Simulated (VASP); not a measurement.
# Co (Fm-3m) in VASP: further runs

Runs on Co. Level: RPBE. Tasks: single point.

All numbers are computed with VASP 6.6.1; they aren't measurements. Logs are shortened: lines on timing, memory, paths and dates and some standing lists are left out, and cuts for length are marked.

### Step 1. The cell of the first run

The structure is cubic, space group Fm-3m (No. 225). Conventional cell: a = 3.554 Å, b = 3.554 Å, c = 3.554 Å, α = 90.00°, β = 90.00°, γ = 90.00°. Within 3.3 Å of Co (site symmetry m-3m) lie 12 Co at 2.51 Å.

### Step 2. Single point, RPBE, collinear spin, ferromagnetic start

INCAR reads:

```
ALGO = Normal
EDIFF = 1E-6
ENCUT = 520
GGA = RP
ISIF = 2
ISMEAR = -1
ISPIN = 2
LASPH = True
LCHARG = True
LELF = True
LMAXMIX = 4
LORBIT = 11
LREAL = False
LVHAR = True
LWAVE = False
MAGMOM = 1.7
NBANDS = 14
NELM = 150
PREC = Accurate
SIGMA = 0.05
```

KPOINTS reads:

```
k-points
0
Gamma
  15 15 15
```

POSCAR reads:

```
Co
1.0
    0.0000000000      1.7768830926      1.7768830926
    1.7768830926      0.0000000000      1.7768830926
    1.7768830926      1.7768830926      0.0000000000
Co
1
Direct
    0.0000000000      0.0000000000      0.0000000000
```

Potentials or basis: VASP PAW PBE potentials, release 64 (Co).

Launch:

```bash
cat potpaw_PBE.64/Co/POTCAR > POTCAR
mpirun -np 1 vasp_std > vasp.out
```

OUTCAR:

```text
EDIFF = 1E-6
   ENCUT = 520
   GGA = RP
   ISIF = 2
   ISMEAR = -1
   ISPIN = 2
   LASPH = True
   LORBIT = 11
   LREAL = False
   NELM = 150
   PREC = Accurate

 ion  position               nearest neighbor table
   1  0.000  0.000  0.000-

  LATTYP: Found a face centered cubic cell.
 ALAT       =     3.5537661852

  Lattice vectors:

 A1 = (   0.0000000000,   1.7768830926,   1.7768830926)
 A2 = (   1.7768830926,   0.0000000000,   1.7768830926)
 A3 = (   1.7768830926,   1.7768830926,   0.0000000000)

Analysis of symmetry for initial positions (statically):
=====================================================================
 Subroutine PRICEL returns:
 Original cell was already a primitive cell.

 Routine SETGRP: Setting up the symmetry group for a
 face centered cubic supercell.

 Subroutine GETGRP returns: Found 48 space group operations
 (whereof 48 operations were pure point group operations)
 out of a pool of 48 trial point group operations.

The static configuration has the point symmetry O_h .

Analysis of symmetry for dynamics (positions and initial velocities):
=====================================================================
 Subroutine PRICEL returns:
 Original cell was already a primitive cell.

 Routine SETGRP: Setting up the symmetry group for a
 face centered cubic supercell.

 Subroutine GETGRP returns: Found 48 space group operations
 (whereof 48 operations were pure point group operations)
 out of a pool of 48 trial point group operations.

The dynamic configuration has the point symmetry O_h .

Analysis of structural, dynamic, and magnetic symmetry:
=====================================================================
 Subroutine PRICEL returns:
 Original cell was already a primitive cell.

 Routine SETGRP: Setting up the symmetry group for a
 face centered cubic supercell.

 Subroutine GETGRP returns: Found 48 space group operations
 (whereof 48 operations were pure point group operations)
 out of a pool of 48 trial point group operations.

The overall configuration has the point symmetry O_h .

 Subroutine INISYM returns: Found 48 space group operations
 (whereof 48 operations are pure point group operations),
 and found     1 'primitive' translations

----------------------------------------------------------------------------------------

                                     Primitive cell

  volume of cell :      11.2204

  direct lattice vectors                    reciprocal lattice vectors
     0.000000000  1.776883093  1.776883093    -0.281391613  0.281391613  0.281391613
     1.776883093  0.000000000  1.776883093     0.281391613 -0.281391613  0.281391613
     1.776883093  1.776883093  0.000000000     0.281391613  0.281391613 -0.281391613

  length of vectors
     2.512892168  2.512892168  2.512892168     0.487384571  0.487384571  0.487384571

  position of ions in fractional coordinates (direct lattice)
     0.000000000  0.000000000  0.000000000

  ion indices of the primitive-cell ions
   primitive index   ion index
                 1           1

----------------------------------------------------------------------------------------

 KPOINTS: k-points

Automatic generation of k-mesh.
 Grid dimensions read from file:
 generate k-points for:   15   15   15

 Generating k-lattice:

  Cartesian coordinates                     Fractional coordinates (reciprocal lattice)
    -0.018759441  0.018759441  0.018759441     0.066666667  0.000000000  0.000000000
     0.018759441 -0.018759441  0.018759441     0.000000000  0.066666667  0.000000000
     0.018759441  0.018759441 -0.018759441     0.000000000  0.000000000  0.066666667

  Length of vectors
     0.032492305  0.032492305  0.032492305

  Shift w.r.t. Gamma in fractional coordinates (k-lattice)
     0.000000000  0.000000000  0.000000000

 Subroutine IBZKPT returns following result:
 ===========================================

 Found    120 irreducible k-points:

 Following reciprocal coordinates:
            Coordinates               Weight
  0.000000  0.000000  0.000000      1.000000
  0.066667  0.000000  0.000000      8.000000
  0.133333  0.000000  0.000000      8.000000
  0.200000  0.000000  0.000000      8.000000
  0.266667  0.000000  0.000000      8.000000
  0.333333  0.000000  0.000000      8.000000
[... 16 lines left out ...]
  0.133333  0.133333  0.000000      6.000000
  0.200000  0.133333  0.000000     24.000000
 [... further k-points ...]
   k-points           NKPTS =    120   k-points in BZ     NKDIM =    120   number of bands    NBANDS=     14
   number of dos      NEDOS =    301   number of ions     NIONS =      1
   total plane-waves  NPLWV =   8000
   dimension x,y,z NGX =    20 NGY =   20 NGZ =   20
   dimension x,y,z NGXF=    40 NGYF=   40 NGZF=   40
   ions per type =               1
   NGX,Y,Z   is equivalent  to a cutoff of  13.23, 13.23, 13.23 a.u.
   NGXF,Y,Z  is equivalent  to a cutoff of  26.46, 26.46, 26.46 a.u.
 SYSTEM =  unknown system
   PREC   = accura    normal or accurate (medium, high low for compatibility)
   ISTART =      0    job   : 0-new  1-cont  2-samecut
   ICHARG =      2    charge: 1-file 2-atom 10-const
   ISPIN  =      2    spin polarized calculation?
   LNONCOLLINEAR =      F non collinear calculations
   LSORBIT =      F    spin-orbit coupling
   LASPH  =      T    aspherical Exc in radial PAW
   ENCUT  =  520.0 eV  38.22 Ry    6.18 a.u.   4.67  4.67  4.67*2*pi/ulx,y,z
   NELM   =    150;   NELMIN=  2; NELMDL= -5     # of ELM steps
   EDIFF  = 0.1E-05   stopping-criterion for ELM
   LREAL  =      F    real-space projection
   EDIFFG = 0.1E-04   stopping-criterion for IOM
   NSW    =      0    number of steps for IOM
   IBRION =     -1    ionic relax: 0-MD 1-quasi-New 2-CG
   NFREE  =      0    steps in history (QN), initial steepest desc. (CG)
   ISIF   =      2    stress and relaxation
   ISYM   =      2    0-nonsym 1-usesym 2-fastsym
   POTIM  = 0.5000    time-step for ionic-motion
   TEBEG  =    0.0;   TEEND  =   0.0 temperature during run
   PSTRESS=    0.0 pullay stress
   NELECT =       9.0000    total number of electrons
   NUPDOWN=      -1.0000    fix difference up-down
   EMIN   =  10.00;   EMAX   =-10.00  energy-range for DOS
   EFERMI =   0.00;   METHOD = LEGACY
   ISMEAR =    -1;   SIGMA  =   0.05  broadening in eV -4-tet -1-fermi 0-gaus
   EFERMI_NEDOS =   21; number of points for ismear=-14 and -15
   IALGO  =     38    algorithm
   IMIX   =      4    mixing-type and parameters
     AMIX     =   0.40;   BMIX     =  1.00
     AMIX_MAG =   1.60;   BMIX_MAG =  1.00
  volume/ion in A,a.u.               =      11.22        75.72
  Fermi-wavevector in a.u.,A,eV,Ry     =   1.521085  2.874434 31.479793  2.313700
  Thomas-Fermi vector in A             =   2.629848
   LORBIT       =     11    0 simple, 1 ext, 2 COOP (PROOUT), +10 PAW based schemes
   GGA     = RP    functional components
   LHFCALC =     F    Hartree Fock is set to
   AEXX    =    0.0000 exact exchange contribution
   IVDW    =     0    specifies the selected vdW correction
   LEPSILON=     F    determine dielectric tensor
   LRPA    =     F    only Hartree local field effects (RPA)
 spin polarized calculation
  energy-cutoff  :      520.00
  volume of cell :       11.22
 maximum number of plane-waves:       318
   NGX =  9   NGY =  9   NGZ =  9

 number of electron       9.0000004 magnetization       1.6695192

 Free energy of the ion-electron system (eV)
  ---------------------------------------------------
  ext. energy  EPLUGINS =         0.00000000
  ---------------------------------------------------
  free energy    TOTEN  =        -6.50719209 eV

  energy without entropy =       -6.49711484  energy(sigma->0) =       -6.50215347

 E-fermi :  10.0535     XC(G=0): -13.0966

 val. band max:       10.0532680014   @ k =   0.4000   0.2667   0.1333
 cond. band min:      10.0639970235   @ k =  -0.3333   0.3333   0.1333
 fundamental gap:      0.0107290221
 Fermi energy:        10.0535416485

 spin component 1

 k-point     1 :       0.0000    0.0000    0.0000
  band No.  band energies     occupation
      1       1.2356      1.00000
      2       7.3217      1.00000
      3       7.3217      1.00000
      4       7.3217      1.00000
      5       8.2704      1.00000
      6       8.2704      1.00000
      7      32.7854      0.00000
      8      36.9139      0.00000
      9      36.9139      0.00000
     10      36.9139      0.00000
     11      39.9438      0.00000
     12      39.9438      0.00000
     13      39.9438      0.00000
     14      42.5760      0.00000

 k-point     2 :       0.0667    0.0000    0.0000
  band No.  band energies     occupation
      1       1.4078      1.00000
      2       7.2758      1.00000
      3       7.3618      1.00000
      4       7.3618      1.00000
      5       8.2540      1.00000
      6       8.2540      1.00000
      7      32.3232      0.00000
      8      35.0433      0.00000
      9      36.5844      0.00000
     10      36.5844      0.00000
     11      40.4418      0.00000
     12      40.4418      0.00000
     13      40.8405      0.00000
     14      44.0708      0.00000
[... 343 lines left out ...]
      1       2.1312      1.00000
      2       6.9945      1.00000
      3       7.5909      1.00000
      4       7.5909      1.00000
      5       7.9849      1.00000
      6       8.3893      1.00000
      7      31.6384      0.00000
      8      33.0352      0.00000
      9      33.0352      0.00000
     10      33.8866      0.00000
     11      41.0386      0.00000
     12      43.0496      0.00000
     13      43.5808      0.00000
     14      43.5808      0.00000

 k-point    24 :       0.2000    0.1333    0.0000
  band No.  band energies     occupation
      1       2.7078      1.00000
      2       6.8364      1.00000
      3       7.6453      1.00000
      4       7.7135      1.00000
      5       7.9772      1.00000
      6       8.4632      1.00000
      7      29.3655      0.00000
      8      31.9658      0.00000
      9      32.0778      0.00000
     10      34.3460      0.00000
     11      39.3818      0.00000
     12      42.9530      0.00000
     13      44.4759      0.00000
     14      45.1779      0.00000

 [... further k-points ...]

 spin component 2

 k-point     1 :       0.0000    0.0000    0.0000
  band No.  band energies     occupation
      1       1.1928      1.00000
      2       8.9479      1.00000
      3       8.9479      1.00000
      4       8.9479      1.00000
      5      10.3734      0.00166
      6      10.3734      0.00166
      7      32.3629      0.00000
      8      37.0206      0.00000
      9      37.0206      0.00000
     10      37.0206      0.00000
     11      40.1761      0.00000
     12      40.1761      0.00000
     13      40.1761      0.00000
     14      42.1152      0.00000

 k-point     2 :       0.0667    0.0000    0.0000
  band No.  band energies     occupation
      1       1.3655      1.00000
      2       8.8871      1.00000
      3       8.9925      1.00000
      4       8.9925      1.00000
      5      10.3520      0.00255
      6      10.3520      0.00255
      7      32.0303      0.00000
      8      35.0852      0.00000
      9      36.7384      0.00000
     10      36.7384      0.00000
     11      40.6135      0.00000
     12      40.6135      0.00000
     13      40.7907      0.00000
     14      43.8678      0.00000
[... 343 lines left out ...]
      1       2.0953      1.00000
      2       8.5539      1.00000
      3       9.2378      1.00000
      4       9.2378      1.00000
      5      10.0163      0.67787
      6      10.5067      0.00012
      7      31.4953      0.00000
      8      33.3086      0.00000
      9      33.3086      0.00000
     10      33.7668      0.00000
     11      41.7125      0.00000
     12      43.0764      0.00000
     13      43.5319      0.00000
     14      43.5319      0.00000

 k-point    24 :       0.2000    0.1333    0.0000
  band No.  band energies     occupation
      1       2.6850      1.00000
      2       8.3563      1.00000
      3       9.3524      1.00000
      4       9.3840      1.00000
      5       9.9153      0.94075
      6      10.5742      0.00003
      7      29.5457      0.00000
      8      31.9966      0.00000
      9      32.2529      0.00000
     10      34.3557      0.00000
     11      40.0529      0.00000
     12      42.9419      0.00000
     13      44.3874      0.00000
     14      45.0828      0.00000

 [... further k-points ...]
[... 5 lines left out ...]
  --------------------------------------------------------------------------------------
  -------------------------------------------------------------------------------------
  Total       -0.0299113     -0.0299113     -0.0299113     -0.0000000      0.0000000      0.0000000
  in kB       -4.2711021     -4.2711021     -4.2711021     -0.0000000      0.0000000      0.0000000
  external PRESSURE =      -4.2711021 kB  Pullay stress =       0.0000000 kB

 VOLUME and BASIS-vectors are now :
 -----------------------------------------------------------------------------
  energy-cutoff  :      520.00
  volume of cell :       11.22
      direct lattice vectors                 reciprocal lattice vectors
     0.000000000  1.776883093  1.776883093    -0.281391613  0.281391613  0.281391613
     1.776883093  0.000000000  1.776883093     0.281391613 -0.281391613  0.281391613
     1.776883093  1.776883093  0.000000000     0.281391613  0.281391613 -0.281391613

 POSITION                                       TOTAL-FORCE (eV/Angst)
 -----------------------------------------------------------------------------------
      0.00000      0.00000      0.00000         0.000000      0.000000      0.000000
 -----------------------------------------------------------------------------------
    total drift:                                0.000000      0.000000      0.000000

  FREE ENERGIE OF THE ION-ELECTRON SYSTEM (eV)
  ---------------------------------------------------
  free  energy   TOTEN  =        -6.5071920886 eV

  energy  without entropy=       -6.4971148431  energy(sigma->0) =       -6.50215347

 total charge

# of ion       s       p       d       tot
------------------------------------------
    1        0.479   0.498   7.232   8.209

 magnetization (x)

# of ion       s       p       d       tot
------------------------------------------
    1       -0.013  -0.052   1.762   1.697
```

Wall time 35 s (1 thread of Intel Xeon Platinum 8488C (Sapphire Rapids), shared host); peak memory 0.15 GiB.

Results:

```
Free energy                                           : -6.5072 eV
Pressure                                              : -0.4 GPa
Net moment                                            : 1.67 μB per cell
Site moments                                          : Co +1.70 μB
Valence electrons inside the program's atomic spheres : Co 8.21
```

Levels at points of the mesh, in eV from the Fermi level:
Spin up:
```csv
k point,band 2,band 3,band 4,band 5,band 6,band 7,band 8,band 9
"(0.00, 0.00, 0.00)",-2.73,-2.73,-2.73,-1.78,-1.78,22.73,26.86,26.86
```
Spin down:
| k point | band 1 | band 2 | band 3 | band 4 | band 5 | band 6 | band 7 | band 8 |
| --- | --- | --- | --- | --- | --- | --- | --- | --- |
| (0.00, 0.00, 0.00) | -8.86 | -1.11 | -1.11 | -1.11 | 0.32 | 0.32 | 22.31 | 26.97 |

Caveat: the PAW data sets were made with another functional, which shifts forces and pressure a little.

[end of part 1 of 3]
